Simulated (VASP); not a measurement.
Runs of VASP 6.6.1 on TiN (Osbornite). The structure is that of space group Fm-3m (No. 225), or close to it. The cells are those of the table. 

```tsv
cell	gap on the mesh (eV)	pressure (GPa)
a = 3.026 Å, angles 60.0°, 2 atoms	none	(a)
a = 2.936 Å, angles 60.0°, 2 atoms	none	5.8
a = 3.055 Å, angles 60.0°, 2 atoms	none	(b)
a = 2.966 Å, angles 60.0°, 2 atoms	none	-4.3
a = 2.997 Å, angles 60.0°, 2 atoms	none	-12.8
```

Alike in all rows: task single point; level LDA; potentials or basis VASP PAW LDA potentials, release 64 (Ti_sv, N); no spin polarisation; k mesh 9 × 9 × 9; cutoff (eV) 520; smearing methfessel-paxton 0.05 eV.

**Question.** Estimate the missing entries.

**Answer.** (a) -20.1; (b) -26.3.

A gap of «none» marks levels without a gap at the run's occupations.
